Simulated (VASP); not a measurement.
# CoSn (P6/mmm) in VASP: further runs, part 3 of 3

VASP 6.6.1.

## Step 6: Single point, PBE (equal strain along all axes, cell held: -6.0 %)

Input file INCAR:

```
ALGO = Fast
EDIFF = 1E-7
ENCUT = 520
GGA = PE
ISIF = 2
ISMEAR = 0
LASPH = T
LCHARG = F
LREAL = F
LWAVE = F
NBANDS = 44
NELM = 60
PREC = Accurate
SIGMA = 0.1
```

Input file KPOINTS:

```
k-points
0
Gamma
  12 12 8
```

Input file POSCAR:

```
CoSn
1.0
    4.9787899678      0.0000000000      0.0000000000
   -2.4893949839      4.3117585922      0.0000000000
    0.0000000000      0.0000000000      3.9764704230
Co Sn
3 3
Direct
    0.0000000000      0.5000000000      0.0000000000
    0.5000000000      0.5000000000      0.0000000000
    0.5000000000      0.0000000000      0.0000000000
    0.6666666667      0.3333333333      0.5000000000
    0.3333333333      0.6666666667      0.5000000000
    0.0000000000      0.0000000000      0.0000000000
```

Potentials or basis: VASP PAW PBE potentials, release 64 (Co, Sn_d).

Started as:

```sh
$ cat potpaw_PBE.64/Co/POTCAR potpaw_PBE.64/Sn_d/POTCAR > POTCAR
$ mpirun -np 1 vasp_std > vasp.out
```

OUTCAR:

```text
EDIFF = 1E-7
   ENCUT = 520
   GGA = PE
   ISIF = 2
   ISMEAR = 0
   LASPH = T
   LREAL = F
   NELM = 60
   PREC = Accurate

 ion  position               nearest neighbor table
   1  0.000  0.500  0.000-   4 2.45   5 2.45   4 2.45   5 2.45   3 2.49   6 2.49   6 2.49   3 2.49
                             2 2.49   2 2.49
   2  0.500  0.500  0.000-   4 2.45   5 2.45   4 2.45   5 2.45   3 2.49   6 2.49   3 2.49   6 2.49
                             1 2.49   1 2.49
   3  0.500  0.000  0.000-   4 2.45   5 2.45   4 2.45   5 2.45   1 2.49   2 2.49   2 2.49   1 2.49
                             6 2.49   6 2.49
   4  0.667  0.333  0.500-   3 2.45   3 2.45   1 2.45   1 2.45   2 2.45   2 2.45   5 2.87   5 2.87
                             5 2.87   6 3.50   6 3.50   6 3.50   6 3.50   6 3.50   6 3.50
   5  0.333  0.667  0.500-   3 2.45   3 2.45   1 2.45   1 2.45   2 2.45   2 2.45   4 2.87   4 2.87
                             4 2.87   6 3.50   6 3.50   6 3.50   6 3.50   6 3.50   6 3.50
   6  0.000  0.000  0.000-   1 2.49   2 2.49   1 2.49   2 2.49   3 2.49   3 2.49   5 3.50   4 3.50
                             5 3.50   4 3.50   4 3.50   4 3.50   5 3.50   5 3.50   4 3.50   5 3.50

  LATTYP: Found a hexagonal cell.
 ALAT       =     4.9787899678
 C/A-ratio  =     0.7986820992

  Lattice vectors:

 A1 = (   4.9787899678,   0.0000000000,   0.0000000000)
 A2 = (  -2.4893949839,   4.3117585922,   0.0000000000)
 A3 = (   0.0000000000,   0.0000000000,   3.9764704230)

Analysis of symmetry for initial positions (statically):
=====================================================================
 Subroutine PRICEL returns:
 Original cell was already a primitive cell.

 Routine SETGRP: Setting up the symmetry group for a
 hexagonal supercell.

 Subroutine GETGRP returns: Found 24 space group operations
 (whereof 24 operations were pure point group operations)
 out of a pool of 24 trial point group operations.

The static configuration has the point symmetry D_6h.

Analysis of symmetry for dynamics (positions and initial velocities):
=====================================================================
 Subroutine PRICEL returns:
 Original cell was already a primitive cell.

 Routine SETGRP: Setting up the symmetry group for a
 hexagonal supercell.

 Subroutine GETGRP returns: Found 24 space group operations
 (whereof 24 operations were pure point group operations)
 out of a pool of 24 trial point group operations.

The dynamic configuration has the point symmetry D_6h.

 Subroutine INISYM returns: Found 24 space group operations
 (whereof 24 operations are pure point group operations),
 and found     1 'primitive' translations

----------------------------------------------------------------------------------------

                                     Primitive cell

  volume of cell :      85.3642

  direct lattice vectors                    reciprocal lattice vectors
     4.978789968  0.000000000  0.000000000     0.200852016  0.115961965  0.000000000
    -2.489394984  4.311758592  0.000000000     0.000000000  0.231923930  0.000000000
     0.000000000  0.000000000  3.976470423     0.000000000  0.000000000  0.251479300

  length of vectors
     4.978789968  4.978789968  3.976470423     0.231923930  0.231923930  0.251479300

  position of ions in fractional coordinates (direct lattice)
     0.000000000  0.500000000  0.000000000
     0.500000000  0.500000000  0.000000000
     0.500000000  0.000000000  0.000000000
     0.666666667  0.333333333  0.500000000
[... 64 lines left out ...]
 [... further k-points ...]
   k-points           NKPTS =     95   k-points in BZ     NKDIM =     95   number of bands    NBANDS=     44
   number of dos      NEDOS =    301   number of ions     NIONS =      6
   total plane-waves  NPLWV =  48000
   dimension x,y,z NGX =    40 NGY =   40 NGZ =   30
   dimension x,y,z NGXF=    80 NGYF=   80 NGZF=   60
   ions per type =               3   3
   NGX,Y,Z   is equivalent  to a cutoff of  13.36, 13.36, 12.54 a.u.
   NGXF,Y,Z  is equivalent  to a cutoff of  26.71, 26.71, 25.08 a.u.
 SYSTEM =  unknown system
   PREC   = accura    normal or accurate (medium, high low for compatibility)
   ISTART =      0    job   : 0-new  1-cont  2-samecut
   ICHARG =      2    charge: 1-file 2-atom 10-const
   ISPIN  =      1    spin polarized calculation?
   LNONCOLLINEAR =      F non collinear calculations
   LSORBIT =      F    spin-orbit coupling
   LASPH  =      T    aspherical Exc in radial PAW
   ENCUT  =  520.0 eV  38.22 Ry    6.18 a.u.   9.26  9.26  7.39*2*pi/ulx,y,z
   NELM   =     60;   NELMIN=  2; NELMDL= -5     # of ELM steps
   EDIFF  = 0.1E-06   stopping-criterion for ELM
   LREAL  =      F    real-space projection
   EDIFFG = 0.1E-05   stopping-criterion for IOM
   NSW    =      0    number of steps for IOM
   IBRION =     -1    ionic relax: 0-MD 1-quasi-New 2-CG
   NFREE  =      0    steps in history (QN), initial steepest desc. (CG)
   ISIF   =      2    stress and relaxation
   ISYM   =      2    0-nonsym 1-usesym 2-fastsym
   POTIM  = 0.5000    time-step for ionic-motion
   TEBEG  =    0.0;   TEEND  =   0.0 temperature during run
   PSTRESS=    0.0 pullay stress
   NELECT =      69.0000    total number of electrons
   NUPDOWN=      -1.0000    fix difference up-down
   EMIN   =  10.00;   EMAX   =-10.00  energy-range for DOS
   EFERMI =   0.00;   METHOD = LEGACY
   ISMEAR =     0;   SIGMA  =   0.10  broadening in eV -4-tet -1-fermi 0-gaus
   EFERMI_NEDOS =   21; number of points for ismear=-14 and -15
   IALGO  =     68    algorithm
   IMIX   =      4    mixing-type and parameters
     AMIX     =   0.40;   BMIX     =  1.00
     AMIX_MAG =   1.60;   BMIX_MAG =  1.00
  volume/ion in A,a.u.               =      14.23        96.01
  Fermi-wavevector in a.u.,A,eV,Ry     =   1.524986  2.881806 31.641469  2.325582
  Thomas-Fermi vector in A             =   2.633218
   LORBIT       =      0    0 simple, 1 ext, 2 COOP (PROOUT), +10 PAW based schemes
   GGA     = PE    functional components
   LHFCALC =     F    Hartree Fock is set to
   AEXX    =    0.0000 exact exchange contribution
   IVDW    =     0    specifies the selected vdW correction
   LEPSILON=     F    determine dielectric tensor
   LRPA    =     F    only Hartree local field effects (RPA)
 non-spin polarized calculation
 RMM-DIIS sequential band-by-band and
 Gauss-broadening in eV      SIGMA  =   0.10
  energy-cutoff  :      520.00
  volume of cell :       85.36
 maximum number of plane-waves:      2318
 NGX is ok and might be reduce to    40
   NGX = 19   NGY = 19   NGZ = 15

 number of electron      69.0000003 magnetization

 Free energy of the ion-electron system (eV)
  ---------------------------------------------------
  ext. energy  EPLUGINS =         0.00000000
  ---------------------------------------------------
  free energy    TOTEN  =       -31.58393857 eV

  energy without entropy =      -31.57387555  energy(sigma->0) =      -31.57890706

 E-fermi :  12.5166     XC(G=0): -12.7125

 val. band max:       12.5052789575   @ k =   0.1667  -0.0000   0.5000
 cond. band min:      12.5213139118   @ k =   0.3333   0.0000   0.1250
 fundamental gap:      0.0160349543
 Fermi energy:        12.5165933551

 k-point     1 :       0.0000    0.0000    0.0000
  band No.  band energies     occupation
      1      -9.0860      2.00000
      2      -9.0351      2.00000
      3      -9.0351      2.00000
      4      -8.9662      2.00000
      5      -8.9552      2.00000
      6      -8.9552      2.00000
[... 1117 lines left out ...]
     43      18.0169      0.00000
     44      20.1253      0.00000

 [... further k-points ...]

------------------------ aborting loop because EDIFF is reached ----------------------------------------

  FORCE on cell =-STRESS in cart. coord.  units (eV):
  Direction    XX          YY          ZZ          XY          YZ          ZX
  --------------------------------------------------------------------------------------
  -------------------------------------------------------------------------------------
  Total       19.6843600     19.6843600     19.6341839      0.0000000      0.0000000     -0.0000000
  in kB      369.4501789    369.4501789    368.5084384      0.0000000      0.0000000     -0.0000000
  external PRESSURE =     369.1362654 kB  Pullay stress =       0.0000000 kB

 VOLUME and BASIS-vectors are now :
 -----------------------------------------------------------------------------
  energy-cutoff  :      520.00
  volume of cell :       85.36
      direct lattice vectors                 reciprocal lattice vectors
     4.978789968  0.000000000  0.000000000     0.200852016  0.115961965  0.000000000
    -2.489394984  4.311758592  0.000000000     0.000000000  0.231923930  0.000000000
     0.000000000  0.000000000  3.976470423     0.000000000  0.000000000  0.251479300

 POSITION                                       TOTAL-FORCE (eV/Angst)
 -----------------------------------------------------------------------------------
     -1.24470      2.15588      0.00000        -0.000000      0.000000      0.000000
      1.24470      2.15588      0.00000        -0.000000      0.000000      0.000000
      2.48939      0.00000      0.00000        -0.000000      0.000000      0.000000
      2.48939      1.43725      1.98824        -0.000000     -0.000000      0.000000
     -0.00000      2.87451      1.98824         0.000000      0.000000      0.000000
      0.00000      0.00000      0.00000        -0.000000      0.000000      0.000000
 -----------------------------------------------------------------------------------
    total drift:                               -0.000000      0.000000     -0.000000

  FREE ENERGIE OF THE ION-ELECTRON SYSTEM (eV)
  ---------------------------------------------------
  free  energy   TOTEN  =       -31.5839385676 eV

  energy  without entropy=      -31.5738755458  energy(sigma->0) =      -31.57890706
```

Wall time 4.5 min (1 thread of Intel Xeon 6975P-C (Granite Rapids), shared host); peak memory 0.41 GiB.

Results:

* Free energy: -31.5839 eV
* Pressure: 36.9 GPa
* Band gap on the k mesh: zero (an odd number of electrons rules out a gap without spin polarisation)

Levels at points of the mesh, in eV from the Fermi level:
```tsv
k point	band 31	band 32	band 33	band 34	band 35	band 36	band 37	band 38
(0.00, 0.00, 0.00)	-0.52	-0.52	-0.48	-0.48	0.70	1.09	1.77	1.77
(0.50, 0.00, 0.00)	-0.76	-0.53	-0.50	0.92	1.25	2.14	2.32	3.57
(0.00, 0.00, 0.50)	-1.11	-0.66	-0.60	-0.60	-0.46	-0.46	-0.27	0.70
(0.50, 0.00, 0.50)	-1.13	-0.81	-0.62	-0.53	-0.49	-0.04	0.48	1.63
```

Caveat: the cell differs from its parent crystal (equal strain along all axes, cell held: -6.0 %); the cell stands under pressure; spin-orbit coupling is left out, which moves the levels of the heavy elements; the run has no spin polarisation, though such a crystal can be magnetic. Spin polarisation is off, so any magnetic state and its effect on volume and gap are missing.

## Step 7: The runs side by side

| cell | cutoff (eV) | gap on the mesh (eV) | pressure (GPa) |
| --- | --- | --- | --- |
| a = 5.614, b = 5.614, c = 4.078 Å, angles 90.0, 90.0, 120.0°, 6 atoms | 520 | none | -7.4 |
| a = 5.614, b = 5.614, c = 4.109 Å, angles 90.0, 90.0, 120.0°, 6 atoms | 520 | none | -8.2 |
| a = 5.188, b = 5.188, c = 4.144 Å, angles 90.0, 90.0, 120.0°, 6 atoms | 600 | none | 9.1 |
| a = 5.243, b = 5.243, c = 4.188 Å, angles 90.0, 90.0, 120.0°, 6 atoms | 600 | none | 4.1 |
| a = 4.979, b = 4.979, c = 3.976 Å, angles 90.0, 90.0, 120.0°, 6 atoms | 520 | none | 36.9 |

Alike in all rows: task single point; level PBE; potentials or basis VASP PAW PBE potentials, release 64 (Co, Sn_d); no spin polarisation; k mesh 12 × 12 × 8; smearing gaussian 0.1 eV.

Caveats: spin-orbit coupling is left out, which moves the levels of the heavy elements; the run has no spin polarisation, though such a crystal can be magnetic; the cell stands under pressure (at least some runs); the stress differs along the axes, from -12 to 2 GPa (at least some runs); the stress differs along the axes, from -12 to -0 GPa (at least some runs).

Absolute energies hang on the potentials; compare differences alone.

The gap in the log of VASP goes by the Fermi energy; the results here count the filled bands.